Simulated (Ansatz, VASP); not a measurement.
CdH6 in VASP and in Ansatz

```xyz
7
Lattice="5.9663 0.0000 0.0000 0.0000 5.9663 0.0000 0.0000 0.0000 5.9663" Properties=species:S:1:pos:R:3 pbc="T T T"
Cd    0.0000    0.0000    0.0000
H     0.3752    2.9832    2.9832
H     2.9832    0.3752    2.9832
H     5.5911    2.9832    2.9832
H     2.9832    5.5911    2.9832
H     2.9832    2.9832    0.3752
H     2.9832    2.9832    5.5911
```

Change from the starting cell: species swapped into the YbB6 type (Pm-3m, No. 221).

Alike in both runs: task relaxation of cell and atoms; functional PBE; k mesh 4 × 4 × 4; occupations gaussian, width 0.02 eV; no spin polarisation.

|  | VASP | Ansatz |
| --- | --- | --- |
| version | VASP 6.6.1 | Ansatz 0.2.0 |
| potentials or method | VASP PAW PBE potentials, release 64 (Cd, H), cutoff 600 eV | scalar-relativistic, plane waves, PAW |
| valence electrons in the cell | 18 | 26 |

|  | VASP | Ansatz | Ansatz less VASP |
| --- | --- | --- | --- |
| gap on the k mesh at the Fermi level, each at its own relaxed structure (eV) | 3.77 | 3.77 | -0.001 |
| relaxed volume (Å³/atom) | 30.34 | 30.34 | +0.004 |
| relaxed length of the cell vector where the two differ most in proportion (Å) | 5.966 | 5.966 | +0.0002 |

VASP's potentials hold 18 valence electrons a cell and Ansatz's 26, so a difference there can come from the potentials and not from the codes. Ansatz's warnings: xc potential rough in thin density.
